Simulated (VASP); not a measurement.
A run of VASP 6.6.1 is set up as follows.

File INCAR:

```
PREC     = Accurate       # precision mode
ENCUT    = 600            # plane-wave cutoff, eV
EDIFF    = 1E-6           # SCF threshold, eV
ISMEAR   = 0              # smearing method
SIGMA    = 0.01           # smearing width, eV
LREAL    = False          # projectors in reciprocal space
LASPH    = True           # aspherical terms in the spheres
NELM     = 120            # most SCF steps
ALGO     = Normal         # electronic algorithm
ISIF     = 2              # what is computed and relaxed
LWAVE    = False          # write WAVECAR
LCHARG   = False          # write CHGCAR
GGA      = PE             # functional
IVDW     = 12             # dispersion correction
NBANDS   = 27             # bands
GGA_COMPAT= False
```

KPOINTS

```
regular mesh
0
Gamma
  10 10 10
```

POSCAR

```
Cu3N
1.0
    3.7827557295      0.0000000000      0.0000000000
    0.0000000000      3.7827557295      0.0000000000
    0.0000000000      0.0000000000      3.7827557295
Cu N
3 1
Direct
    0.0000000000      0.0000000000      0.5000000000
    0.0000000000      0.5000000000      0.0000000000
    0.5000000000      0.0000000000      0.0000000000
    0.0000000000      0.0000000000      0.0000000000
```

Potentials or basis: VASP PAW PBE potentials, release 64 (Cu, N).

Command:

```sh
$ cat potpaw_PBE.64/Cu/POTCAR potpaw_PBE.64/N/POTCAR > POTCAR
$ mpirun -np 1 vasp_std > vasp.out
```

Predict the pressure.

0.7 GPa.

Estimate the band gap on the k mesh.

0.13 eV, indirect (least direct gap 0.68 eV).

Predict the dispersion energy per atom.

-0.353 eV.

A k mesh can miss the band edges.
